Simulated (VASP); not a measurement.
Mn3Si, 4 atoms in the cell. Symmetry: Fm-3m, No. 225, cubic system. Conventional cell: a = 5.722 Å, b = 5.722 Å, c = 5.722 Å, α = 90.00°, β = 90.00°, γ = 90.00°. Mn (site symmetry m-3m) has 8 Mn at 2.48 Å and 6 Si at 2.86 Å within 3.3 Å. Within 3.3 Å of Mn (site symmetry -43m) lie 10 Mn at 2.48 to 2.86 Å and 4 Si at 2.48 Å. Within 3.3 Å of Si (site symmetry m-3m) lie 14 Mn at 2.48 to 2.86 Å. 

| Item | Value |
| --- | --- |
| Program | VASP 6.6.1 |
| Task | single point |
| Functional | r2SCAN |
| Potentials or basis | VASP PAW PBE potentials, release 64 (Mn_pv, Si) |
| Cutoff | 520 eV |
| k mesh | 7 × 7 × 7 |
| Occupations | fermi-dirac, width 0.1 eV |
| Spin | collinear spin, ferromagnetic start |
| Starting moments | [2.537, 2.537, 2.536, 0.0] μB |
| Fixed moment | 7.61 μB |
| Dipole correction | no |
| Further INCAR settings | ALGO = Normal; EDIFF = 1e-07; NBANDS = 34 |

Potentials or basis: VASP PAW PBE potentials, release 64 (Mn_pv, Si).

The run is started by

```console
$ cat potpaw_PBE.64/Mn_pv/POTCAR potpaw_PBE.64/Si/POTCAR > POTCAR
$ cp INCAR.step1 INCAR
$ mpirun -np 1 vasp_std > vasp.out
$ cp INCAR.step2 INCAR
$ mpirun -np 1 vasp_std > vasp.out
```

Hardware: 1 thread of Intel Xeon 8259CL, on a shared host.

Question: How long does it take, and how much memory?

Answer: Run time: 11 min on 1 thread of Intel Xeon 8259CL, on a shared host, peak memory 0.22 GiB. Counts: k points 20.
